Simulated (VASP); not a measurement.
# Be2TlSi2 (I4/mmm) in VASP: relaxation of cell and atoms with PBE

Aim: the relaxation of cell and atoms of Be2TlSi2 with PBE.

Program: VASP 6.6.1. These are calculated values, not measurements. Logs are shortened: lines on timing, memory, paths and dates and some standing lists are left out, and cuts for length are marked.

### 1 The cell of the first run

It takes space group I4/mmm (No. 139, tetragonal). The conventional cell has a = 4.033 Å, b = 4.033 Å, c = 9.887 Å, α = 90.00°, β = 90.00°, γ = 90.00°. Within 3.2 Å of Be (site symmetry -4m2) lie 4 Si at 2.37 Å and 4 Be at 2.85 Å and 4 Tl at 3.19 Å. Tl (site symmetry 4/mmm) has 10 Si at 3.10 to 3.72 Å and 8 Be at 3.19 Å and 4 Tl at 4.03 Å within 4.1 Å. Si (site symmetry 4mm) has 4 Be at 2.37 Å and 1 Si at 2.44 Å and 4 Tl at 3.10 Å within 3.2 Å.

### 2 Relaxation of cell and atoms, PBE

INCAR reads:

```
SYSTEM = Be2TlSi2
ALGO = Fast
EDIFF = 1E-6
EDIFFG = -0.01
ENCUT = 600
GGA = PE
IBRION = 2
ISIF = 3
ISMEAR = 0
LASPH = .True.
LCHARG = .False.
LREAL = .False.
LWAVE = .False.
NELM = 100
NSW = 100
PREC = Accurate
SIGMA = 0.1
```

KPOINTS reads:

```
k-points
0
Gamma
  14 14 14
  0 0 0
```

POSCAR reads:

```
Be2TlSi2
1.0
   -2.0162606745      2.0162606745      4.9436909284
    2.0162606745     -2.0162606745      4.9436909284
    2.0162606745      2.0162606745     -4.9436909284
Be Tl Si
2 1 2
Direct
    0.2500000000      0.7500000000      0.5000000000
    0.7500000000      0.2500000000      0.5000000000
    0.0000000000      0.0000000000      0.0000000000
    0.6236069363      0.6236069363      0.0000000000
    0.3763930637      0.3763930637      0.0000000000
```

Potentials or basis: VASP PAW PBE potentials, release 64 (Be, Tl_d, Si).

Command:

```sh
> cat potpaw_PBE.64/Be/POTCAR potpaw_PBE.64/Tl_d/POTCAR potpaw_PBE.64/Si/POTCAR > POTCAR
> mpirun -np 1 vasp_std > vasp.out
```

OUTCAR:

```text
SYSTEM = Be2TlSi2
   EDIFF = 1E-6
   EDIFFG = -0.01
   ENCUT = 600
   GGA = PE
   IBRION = 2
   ISIF = 3
   ISMEAR = 0
   LASPH = .True.
   LREAL = .False.
   NELM = 100
   NSW = 100
   PREC = Accurate

 ion  position               nearest neighbor table
   1  0.250  0.750  0.500-   4 2.37   5 2.37   5 2.37   4 2.37   3 3.19   3 3.19   3 3.19   3 3.19

   2  0.750  0.250  0.500-   4 2.37   5 2.37   5 2.37   4 2.37   3 3.19   3 3.19   3 3.19   3 3.19

   3  0.000  0.000  0.000-   4 3.10   4 3.10   4 3.10   5 3.10   4 3.10   5 3.10   5 3.10   5 3.10
                             1 3.19   2 3.19   2 3.19   1 3.19   2 3.19   1 3.19   1 3.19   2 3.19
   4  0.624  0.624  0.000-   1 2.37   2 2.37   1 2.37   2 2.37   5 2.44   3 3.10   3 3.10   3 3.10
                             3 3.10
   5  0.376  0.376  0.000-   1 2.37   2 2.37   1 2.37   2 2.37   4 2.44   3 3.10   3 3.10   3 3.10
                             3 3.10

  LATTYP: Found a body centered tetragonal cell.
 ALAT       =     4.0325213490
 C/A-ratio  =     2.4519106041

  Lattice vectors:

 A1 = (  -2.0162606745,   2.0162606745,   4.9436909284)
 A2 = (   2.0162606745,  -2.0162606745,   4.9436909284)
 A3 = (   2.0162606745,   2.0162606745,  -4.9436909284)

Analysis of symmetry for initial positions (statically):
=====================================================================
 Subroutine PRICEL returns:
 Original cell was already a primitive cell.

 Routine SETGRP: Setting up the symmetry group for a
 body centered tetragonal supercell.

 Subroutine GETGRP returns: Found 16 space group operations
 (whereof 16 operations were pure point group operations)
 out of a pool of 16 trial point group operations.

The static configuration has the point symmetry D_4h.

Analysis of symmetry for dynamics (positions and initial velocities):
=====================================================================
 Subroutine PRICEL returns:
 Original cell was already a primitive cell.

 Routine SETGRP: Setting up the symmetry group for a
 body centered tetragonal supercell.

 Subroutine GETGRP returns: Found 16 space group operations
 (whereof 16 operations were pure point group operations)
 out of a pool of 16 trial point group operations.

The dynamic configuration has the point symmetry D_4h.

 Subroutine INISYM returns: Found 16 space group operations
 (whereof 16 operations are pure point group operations),
 and found     1 'primitive' translations

----------------------------------------------------------------------------------------

[... 168 lines left out ...]
     2.016260674  2.016260674 -4.943690928     0.247983808  0.247983808  0.000000000

 POSITION                                       TOTAL-FORCE (eV/Angst)
 -----------------------------------------------------------------------------------
      2.01626      0.00000      2.47185        -0.000000     -0.000000     -0.000000
      0.00000      2.01626      2.47185        -0.000000     -0.000000     -0.000000
      0.00000      0.00000      0.00000        -0.000000     -0.000000     -0.000000
      0.00000      0.00000      6.16584         0.000000      0.000000      0.000565
      0.00000      0.00000      3.72154         0.000000      0.000000     -0.000565
 -----------------------------------------------------------------------------------
    total drift:                                0.000000     -0.000000     -0.000000

  FREE ENERGIE OF THE ION-ELECTRON SYSTEM (eV)
  ---------------------------------------------------
  free  energy   TOTEN  =       -18.7155944525 eV

  energy  without entropy=      -18.7074099588  energy(sigma->0) =      -18.71150221

--------------------------------------- Ionic step        2  -------------------------------------------

 number of electron      25.0000001 magnetization

 Free energy of the ion-electron system (eV)
  ---------------------------------------------------
  ext. energy  EPLUGINS =         0.00000000
  ---------------------------------------------------
  free energy    TOTEN  =       -18.71565830 eV

  energy without entropy =      -18.70742340  energy(sigma->0) =      -18.71154085

 E-fermi :   6.8835     XC(G=0): -10.3366

 val. band max:        6.8814710810   @ k =  -0.2143  -0.4286   0.0714
 cond. band min:       6.8845306462   @ k =  -0.2143   0.3571   0.2143
 fundamental gap:      0.0030595653
 Fermi energy:         6.8835181091

 k-point     1 :       0.0000    0.0000    0.0000
  band No.  band energies     occupation
      1      -4.7069      2.00000
      2      -4.4421      2.00000
      3      -4.3407      2.00000
      4      -4.3274      2.00000
      5      -4.3274      2.00000
      6      -4.3118      2.00000
[... 433 lines left out ...]
      3      -4.3799      2.00000
      4      -4.3349      2.00000
      5      -4.3183      2.00000
      6      -3.4309      2.00000
[... 8 lines left out ...]
     15       9.6169      0.00000
     16      10.4834      0.00000

 [... further k-points ...]

------------------------ aborting loop because EDIFF is reached ----------------------------------------

  FORCE on cell =-STRESS in cart. coord.  units (eV):
  Direction    XX          YY          ZZ          XY          YZ          ZX
  --------------------------------------------------------------------------------------
  -------------------------------------------------------------------------------------
  Total       -0.0182912     -0.0182912      0.0145502      0.0000000     -0.0000000      0.0000000
  in kB       -0.3639929     -0.3639929      0.2895478      0.0000000     -0.0000000      0.0000000
  external PRESSURE =      -0.1461460 kB  Pullay stress =       0.0000000 kB

 VOLUME and BASIS-vectors are now :
 -----------------------------------------------------------------------------
  energy-cutoff  :      600.00
  volume of cell :       80.51
      direct lattice vectors                 reciprocal lattice vectors
    -2.016740732  2.016740732  4.948784709     0.000000000  0.247924779  0.101034906
     2.016740732 -2.016740732  4.948784709     0.247924779  0.000000000  0.101034906
     2.016740732  2.016740732 -4.948784709     0.247924779  0.247924779  0.000000000

 POSITION                                       TOTAL-FORCE (eV/Angst)
 -----------------------------------------------------------------------------------
      2.01674      0.00000      2.47439        -0.000000     -0.000000     -0.000000
      0.00000      2.01674      2.47439        -0.000000     -0.000000     -0.000000
      2.01674      2.01674      4.94878        -0.000000     -0.000000     -0.000000
      0.00000      0.00000      6.17222         0.000000      0.000000     -0.001082
      0.00000      0.00000      3.72535        -0.000000     -0.000000      0.001082
 -----------------------------------------------------------------------------------
    total drift:                               -0.000000      0.000000     -0.000000

  FREE ENERGIE OF THE ION-ELECTRON SYSTEM (eV)
  ---------------------------------------------------
  free  energy   TOTEN  =       -18.7156583048 eV

  energy  without entropy=      -18.7074234046  energy(sigma->0) =      -18.71154085

 reached required accuracy - stopping structural energy minimisation
```

OSZICAR:

```text
N       E                     dE             d eps       ncg     rms          rms(c)
DAV:   1     0.916465437775E+02    0.91647E+02   -0.12281E+04  7832   0.149E+03
DAV:   2    -0.162015380580E+02   -0.10785E+03   -0.10659E+03  9744   0.260E+02
DAV:   3    -0.192810384991E+02   -0.30795E+01   -0.29839E+01 10560   0.416E+01
[... 14 lines left out ...]
RMM:   2    -0.187157180894E+02    0.34763E-03   -0.76834E-04  7808   0.206E-01    0.428E-02
RMM:   3    -0.187156649323E+02    0.53157E-04   -0.21955E-04  7820   0.112E-01    0.370E-02
RMM:   4    -0.187156594517E+02    0.54806E-05   -0.30167E-05  7809   0.408E-02    0.921E-03
RMM:   5    -0.187156584124E+02    0.10394E-05   -0.15952E-05  7836   0.298E-02    0.568E-03
RMM:   6    -0.187156583048E+02    0.10752E-06   -0.16747E-06  4773   0.108E-02
   2 F= -.18715658E+02 E0= -.18711541E+02  d E =-.638524E-04
```

Wall time 15 min (1 thread of Intel Xeon 8259CL, shared host); peak memory 0.66 GiB.

Results:

```
Free energy                           : -18.7157 eV
Relaxed volume                        : 16.10 Å³/atom
Relaxed cell                          : a = 5.712 Å, b = 5.712 Å, c = 5.712 Å, α = 138.65°, β = 138.65°, γ = 59.91°
Space group after relaxing (to 0.1 Å) : I4/mmm (No. 139)
Energy gained by relaxing             : 0.0 meV/atom
Ionic steps                           : 2
Pressure after relaxing               : 0.0 GPa
Band gap on the k mesh                : zero (an odd number of electrons rules out a gap without spin polarisation)
```

Final structure:
```xyz
5
Lattice="-2.0167 2.0167 4.9488 2.0167 -2.0167 4.9488 2.0167 2.0167 -4.9488" Properties=species:S:1:pos:R:3 pbc="T T T"
Be    2.0167    0.0000    2.4744
Be    0.0000    2.0167    2.4744
Tl    2.0167    2.0167    4.9488
Si    0.0000    0.0000    6.1722
Si    0.0000    0.0000    3.7253
```

Levels at points of the mesh, in eV from the Fermi level:
| k point | band 9 | band 10 | band 11 | band 12 | band 13 | band 14 | band 15 | band 16 |
| --- | --- | --- | --- | --- | --- | --- | --- | --- |
| (0.00, 0.00, 0.00) | -2.46 | -2.09 | -2.09 | -1.10 | -1.10 | -0.14 | 1.34 | 1.99 |
| (0.50, 0.00, 0.00) | -5.23 | -1.28 | -0.99 | -0.61 | -0.11 | 1.00 | 2.20 | 3.13 |
| (0.50, 0.50, 0.00) | -5.63 | -4.33 | -3.93 | -2.54 | -0.94 | -0.17 | 1.13 | 5.15 |
| (0.50, 0.50, 0.50) | -3.21 | -3.21 | -0.62 | 0.90 | 1.91 | 1.91 | 2.16 | 2.84 |

Caveat: spin-orbit coupling is left out, which moves the levels of the heavy elements.
